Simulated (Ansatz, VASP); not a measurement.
## SrTe: VASP beside Ansatz

The input INCAR:

```
SYSTEM = SrTe
ALGO     = Normal         ! electronic algorithm
EDIFF    = 1E-6           ! SCF threshold, eV
ENCUT    = 500            ! plane-wave cutoff, eV
GGA_COMPAT= .FALSE.      
ISIF     = 2              ! what is computed and relaxed
ISMEAR   = 0              ! smearing method
LASPH    = .TRUE.         ! aspherical terms in the spheres
LCHARG   = .TRUE.         ! write CHGCAR
LELF     = .TRUE.         ! ELF
LREAL    = .FALSE.        ! projectors in reciprocal space
LVHAR    = .TRUE.       
LWAVE    = .FALSE.        ! write WAVECAR
NBANDS   = 15             ! bands
NELM     = 120            ! most SCF steps
PREC     = Accurate       ! precision mode
SIGMA    = 0.02           ! smearing width, eV
```

Contents of KPOINTS:

```
k-points
0
G
  8 8 8
  0 0 0
```

Contents of POSCAR:

```
SrTe
1.0
    0.0000000000      3.2635325993      3.2635325993
    3.2635325993      0.0000000000      3.2635325993
    3.2635325993      3.2635325993      0.0000000000
Sr Te
1 1
Direct
    0.0000000000      0.0000000000      0.0000000000
    0.5000000000      0.5000000000      0.5000000000
```

Input for Ansatz:

```yaml
crystal:
  lattice:
    - [0.0, 3.2635325993, 3.2635325993]
    - [3.2635325993, 0.0, 3.2635325993]
    - [3.2635325993, 3.2635325993, 0.0]
  atoms:
    - { symbol: Sr, position: [0.0, 0.0, 0.0] }
    - { symbol: Te, position: [0.5, 0.5, 0.5] }
basis:
  ecutwfc: 420
kpoints:
  mp_grid: { grid: [8, 8, 8] }
  band_path:
    path:
      - [[0.0, 0.0, 0.0], [0.5, 0.0, 0.5], [0.625, 0.25, 0.625]]
      - [[0.375, 0.375, 0.75], [0.0, 0.0, 0.0], [0.5, 0.5, 0.5], [0.5, 0.25, 0.75], [0.5, 0.0, 0.5]]
    npoints: 10
hamiltonian:
  xc: lda
  pseudopotentials: { kind: paw, azcp: { folder: soft_1 } }
scf:
  occupations: { method: gaussian, width: 0.02 }
  n_extra_bands: 7
output:
  forces: true
  stress: true
  eigenvalues: true
```

Alike in both runs: task single point; functional LDA; k mesh 8 × 8 × 8; occupations gaussian, width 0.02 eV; no spin polarisation.

```csv
,VASP,Ansatz
version,VASP 6.6.1,Ansatz 0.2.0
potentials or method,"VASP PAW LDA potentials, release 64 (Sr_sv, Te), cutoff 500 eV","scalar-relativistic, plane waves, PAW"
valence electrons in the cell,16,26
```

|  | VASP | Ansatz | Ansatz less VASP |
| --- | --- | --- | --- |
| gap on the k mesh at the Fermi level (eV) | 1.40 | 1.44 | +0.038 |
| least direct gap on the mesh (eV) | 2.19 | 2.22 | +0.030 |
| pressure (GPa) | 0.2 | 0.0 | -0.17 |

Ansatz warns that its potentials were made for another functional, while VASP's fit it. LDA's correlation is that of Perdew and Zunger in VASP and of Perdew and Wang (1992) in Ansatz. VASP's potentials hold 16 valence electrons a cell and Ansatz's 26, so a difference there can come from the potentials and not from the codes.

Neither program's run includes spin-orbit coupling.
